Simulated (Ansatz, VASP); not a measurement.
**MgH2: VASP beside Ansatz**

```
CELL_PARAMETERS angstrom
3.47112 -5.88478 0.00000
3.47112 5.88478 0.00000
0.00000 0.00000 6.11107
ATOMIC_POSITIONS crystal
Mg 0.75000 0.25000 0.36013
Mg 0.25000 0.75000 0.63987
Mg 0.00000 0.00000 0.00000
Mg 0.50000 0.50000 0.00000
H 0.00000 0.50000 0.50000
H 0.50000 0.00000 0.50000
H 0.87943 0.12057 0.20177
H 0.62057 0.37943 0.20177
H 0.12057 0.87943 0.79823
H 0.37943 0.62057 0.79823
H 0.25000 0.25000 0.00000
H 0.75000 0.75000 0.00000
```

Alike in both runs: task relaxation of cell and atoms; functional PBE; k mesh 4 × 4 × 4; occupations gaussian, width 0.02 eV; no spin polarisation.

```csv
,VASP,Ansatz
version,VASP 6.6.1,Ansatz 0.2.0
potentials or method,"VASP PAW PBE potentials, release 64 (Mg, H), cutoff 600 eV","scalar-relativistic, plane waves, PAW"
valence electrons in the cell,16,48
```

VASP gave:

| Item | Value |
| --- | --- |
| gap on the k mesh at the Fermi level, each at its own relaxed structure (eV) | 2.69 |
| relaxed volume (Å³/atom) | 20.80 |
| relaxed cell length with the largest relative difference (Å) | 6.832 |

Q: Estimate Ansatz's values.

A: gap on the k mesh at the Fermi level, each at its own relaxed structure (eV): 2.70; relaxed volume (Å³/atom): 20.83; relaxed cell length with the largest relative difference (Å): 6.837.

VASP's potentials hold 16 valence electrons a cell and Ansatz's 48, so a difference there can come from the potentials and not from the codes.
